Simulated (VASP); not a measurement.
Write the native input for VASP 6.6.1 that does the following.

| Quantity | Value |
| --- | --- |
| Task | relaxation of cell and atoms |
| Functional | PBEsol |
| Potentials or basis | VASP PAW PBE potentials, release 64 (Be, C) |
| Cutoff | 600 eV |
| k mesh | 10 × 10 × 10 |
| Occupations | gaussian, width 0.01 eV |
| Spin | no spin polarisation |
| Target pressure | 13 GPa |
| Dipole correction | no |
| Further INCAR settings | ALGO = Normal; EDIFF = 1e-06; IBRION = 2; EDIFFG = -0.001; NSW = 80; ISIF = 3 |

The structure of BeC2 lies in POSCAR:

```
BeC2
1.0
   -1.8053396290      1.8053396290      2.3338137260
    1.8053396290     -1.8053396290      2.3338137260
    1.8053396290      1.8053396290     -2.3338137260
Be C
1 2
Direct
    0.0000000000      0.0000000000      0.0000000000
    0.6339862762      0.6339862762      0.0000000000
    0.3660137238      0.3660137238      0.0000000000
```

These files were run (other wordings do the same):

INCAR

```
SYSTEM = BeC2
  ALGO = Normal
  EDIFF = 1E-6
  EDIFFG = -0.001
  ENCUT = 600
  GGA = PS
  IBRION = 2
  ISIF = 3
  ISMEAR = 0
  LASPH = .TRUE.
  LCHARG = .FALSE.
  LREAL = .FALSE.
  LWAVE = .FALSE.
  NELM = 100
  NSW = 80
  PREC = Accurate
  PSTRESS = 130.0
  SIGMA = 0.01
```

KPOINTS

```
k-points
0
G
  10 10 10
  0 0 0
```

Potentials or basis: VASP PAW PBE potentials, release 64 (Be, C).

Command:

```sh
$ cat potpaw_PBE.64/Be/POTCAR potpaw_PBE.64/C/POTCAR > POTCAR
$ mpirun -np 1 vasp_std > vasp.out
```

It gave:

```
Relaxed volume                                         : 8.25 Å³/atom
Relaxed cell                                           : a = 3.280 Å, b = 3.280 Å, c = 3.280 Å, α = 120.52°, β = 120.52°, γ = 89.10°
Space group after relaxing (to 0.05 Å)                 : I4/mmm (No. 139)
Energy change on relaxing (the enthalpy is what falls) : +59.4 meV/atom
Ionic steps                                            : 57
Pressure after relaxing                                : 13.0 GPa
Band gap on the k mesh                                 : 0.31 eV, indirect (least direct gap 2.44 eV)
```

Caveat: the cell is relaxed towards a set pressure, so the enthalpy falls and the energy may rise; the volume moved by over 15 % at a fixed basis, so the end points are rough; the PAW data sets were made with another functional, which shifts forces and pressure a little.

Run time: 6.4 min on 1 thread of Intel(R) Xeon(R) Platinum 8259CL CPU @ 2.50GHz (Skylake/Cascade Lake) (shared host), peak memory 0.18 GiB.
